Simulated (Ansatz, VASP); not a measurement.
## One calculation of Ti, two programs

The input INCAR:

```
SYSTEM = Ti
PREC = Accurate ; ENCUT = 520
EDIFF = 1E-8 ; ISMEAR = -1
SIGMA = 0.05 ; LREAL = .FALSE.
LASPH = .TRUE. ; NELM = 60
ALGO = Normal ; ISIF = 2
LWAVE = .FALSE. ; LCHARG = .FALSE.
GGA = CA ; LEFG = .TRUE.
NBANDS = 12
```

The input KPOINTS:

```
Automatic mesh
0
G
  14 14 14
  0 0 0
```

File POSCAR:

```
Ti
1.0
    0.0000000000      1.9885598007      1.9885598007
    1.9885598007      0.0000000000      1.9885598007
    1.9885598007      1.9885598007      0.0000000000
Ti
1
Direct
    0.0000000000      0.0000000000      0.0000000000
```

Input for Ansatz:

```yaml
crystal:
  lattice:
    - [0.0, 1.9885598007, 1.9885598007]
    - [1.9885598007, 0.0, 1.9885598007]
    - [1.9885598007, 1.9885598007, 0.0]
  atoms:
    - { symbol: Ti, position: [0.0, 0.0, 0.0] }
kpoints:
  mp_grid: { grid: [14, 14, 14] }
scf:
  occupations: { method: fermi_dirac, width: 0.05 }
hamiltonian:
  xc: lda
  pseudopotentials: { kind: paw }
output:
  forces: true
  stress: true
  eigenvalues: true
  efg: { contact_densities: true }
  write_density: true
  write_potential: true
  elf: true
  volumetric_format: npy
```

Change from the starting cell: volume scaled by 0.94, PAW files.

Alike in both runs: task electric field gradients; functional LDA; k mesh 14 × 14 × 14; occupations fermi-dirac, width 0.05 eV; no spin polarisation.

|  | VASP | Ansatz |
| --- | --- | --- |
| version | VASP 6.6.1 | Ansatz 0.2.0 |
| potentials or method | VASP PAW LDA potentials, release 64 (Ti_sv) | PAW with Ansatz's default frozen-core files, scalar-relativistic |
| plane-wave cutoff (eV) | 520 | 420 |
| valence electrons in the cell | 12 | 12 |

```csv
,VASP,Ansatz,Ansatz less VASP
pressure (GPa),2.1,2.3,+0.20
```

LDA's correlation is that of Perdew and Zunger in VASP and of Perdew and Wang (1992) in Ansatz.
